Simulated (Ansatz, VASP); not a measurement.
**BN in VASP and in Ansatz**

File INCAR:

```
ALGO = Normal
EDIFF = 1E-7
EDIFFG = -0.01
ENCUT = 600
GGA = PE
IBRION = 2
ISIF = 3
ISMEAR = -1
LASPH = T
LCHARG = F
LREAL = F
LWAVE = F
NELM = 100
NSW = 60
PREC = Accurate
SIGMA = 0.05
```

File KPOINTS:

```
k-points
0
Gamma
  13 13 13
```

POSCAR

```
BN
1.0
    0.0000000000      1.8130010000      1.8130010000
    1.8130010000      0.0000000000      1.8130010000
    1.8130010000      1.8130010000      0.0000000000
N B
1 1
Direct
    0.2500000000      0.2500000000      0.2500000000
    0.0000000000      0.0000000000      0.0000000000
```

input.yaml

```yaml
crystal:
  lattice:
    - [0.0, 1.813001, 1.813001]
    - [1.813001, 0.0, 1.813001]
    - [1.813001, 1.813001, 0.0]
  atoms:
    - { symbol: "N", position: [0.25, 0.25, 0.25] }
    - { symbol: B, position: [0.0, 0.0, 0.0] }
hamiltonian:
  xc: pbe
  pseudopotentials: { kind: paw }
kpoints:
  mp_grid: { grid: [13, 13, 13] }
scf:
  occupations: { method: fermi_dirac, width: 0.05 }
output:
  forces: true
  stress: true
  eigenvalues: true
  write_density: true
  write_potential: true
  elf: true
  volumetric_format: npy
relax:
  f_tol: 0.01
  max_steps: 40
  cell: { stress_tol: 0.05 }
```

Alike in both runs: task relaxation of cell and atoms; functional PBE; k mesh 13 × 13 × 13; occupations fermi-dirac, width 0.05 eV; no spin polarisation.

```csv
,VASP,Ansatz
version,VASP 6.6.1,Ansatz 0.2.0
potentials or method,"VASP PAW PBE potentials, release 64 (N, B)",Ansatz PAW
plane-wave cutoff (eV),600,420
valence electrons in the cell,8,8
```

|  | VASP | Ansatz | Ansatz less VASP |
| --- | --- | --- | --- |
| gap on the k mesh at the Fermi level, each at its own relaxed structure (eV) | 4.52 | 4.54 | +0.012 |
| relaxed volume (Å³/atom) | 5.95 | 5.95 | +0.001 |
| relaxed cell length with the largest relative difference (Å) | 2.563 | 2.563 | +0.0001 |

Noted on Ansatz's run: Pulay correction over one GPa; odd divisions of the mesh miss points on the zone boundary, where band edges often lie, so the gap on the mesh can be too wide; the plane-wave basis is chosen anew once the cell has moved, so the energies of steps on either side of that aren't comparable.
